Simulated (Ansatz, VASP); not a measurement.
GaAs in VASP and in Ansatz

Contents of INCAR:

```
ALGO = Normal ; EDIFF = 1E-6
ENCUT = 500 ; GGA = PE
GGA_COMPAT = F ; ISIF = 2
ISMEAR = 0 ; LASPH = T
LCHARG = F ; LREAL = F
LWAVE = F ; NBANDS = 16
NELM = 120 ; PREC = Accurate
SIGMA = 0.03
```

The input KPOINTS:

```
k-points
0
Gamma
  10 10 10
```

Contents of POSCAR:

```
GaAs
1.0
    0.0000000000      2.9445095741      3.0163268808
    2.9445095741      0.0000000000      3.0163268808
    2.9445095741      2.9445095741      0.0000000000
Ga As
1 1
Direct
    0.0000000000      0.0000000000      0.0000000000
    0.7500000000      0.7500000000      0.7500000000
```

Input for Ansatz:

```yaml
crystal:
  lattice:
    - [0.0, 2.9445095741, 3.0163268808]
    - [2.9445095741, 0.0, 3.0163268808]
    - [2.9445095741, 2.9445095741, 0.0]
  atoms:
    - { symbol: Ga, position: [0.0, 0.0, 0.0] }
    - { symbol: As, position: [0.75, 0.75, 0.75] }
basis:
  ecutwfc: 420
kpoints:
  mp_grid: { grid: [10, 10, 10] }
hamiltonian:
  xc: pbe
scf:
  occupations: { method: gaussian, width: 0.03 }
output:
  forces: true
  stress: true
  eigenvalues: true
```

Change from the starting cell: strain +0.025 along x and y, +0.050 along z, atoms carried along.

Alike in both runs: task single point; functional PBE; k mesh 10 × 10 × 10; occupations gaussian, width 0.03 eV; no spin polarisation.

|  | VASP | Ansatz |
| --- | --- | --- |
| version | VASP 6.6.1 | Ansatz 0.2.0 |
| potentials or method | VASP PAW PBE potentials, release 64 (Ga_d, As), cutoff 500 eV | scalar-relativistic, plane waves, PAW |
| valence electrons in the cell | 18 | 28 |

Ansatz gave:

- gap on the k mesh at the Fermi level (eV): none
- pressure (GPa): -4.7
- traceless stress, the component that is largest in VASP (GPa): -0.89

Which values does VASP return?

gap on the k mesh at the Fermi level (eV): none; pressure (GPa): -4.6; traceless stress, the component that is largest in VASP (GPa): -0.89.

A gap of «none» marks a metal or a gap that the smearing closes. The functional is the same, so the differences come from potentials, cutoffs and numerics. VASP's potentials hold 18 valence electrons a cell and Ansatz's 28, so a difference there can come from the potentials and not from the codes.
